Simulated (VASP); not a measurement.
Runs of VASP 6.6.1 on SrIn4O3. The structure is that of space group Im-3m (No. 229), or close to it. The cells are those of the table. The cell was generated, and may not be a known phase.

```csv
task,spin,cell,k mesh,gap on the mesh (eV),pressure (GPa),relaxed volume (Å³/atom)
single point,"collinear, ferromagnetic start","a = 5.977 Å, angles 109.5°, 8 atoms",4 × 4 × 4,none,-0.4,-
single point,off,"a = 6.140 Å, angles 109.5°, 8 atoms",4 × 4 × 4,none,-3.3,-
single point,off,"a = 5.957 Å, angles 109.5°, 8 atoms",8 × 8 × 8,none,0.0,-
relaxation of cell and atoms,off,"relaxed from a = 6.140 Å, angles 109.5°, 8 atoms",4 × 4 × 4,none,-0.1,(a)
relaxation of cell and atoms,off,"relaxed from a = 5.977 Å, angles 109.5°, 8 atoms",8 × 8 × 8,none,0.0,20.32
```

Alike in all rows: level PBE; potentials or basis VASP PAW PBE potentials, release 64 (Sr_sv, In_d, O); cutoff (eV) 600; smearing gaussian 0.1 eV.

Q: Estimate the missing entries.

A: (a) 20.38.

Caveats: spin-orbit coupling is left out, which moves the levels of the heavy elements; the cell stands under tension (at least some runs).

A k mesh can miss the band edges, and the runs leave out spin-orbit coupling on In, Sr.

A gap of «none» marks levels without a gap at the run's occupations.
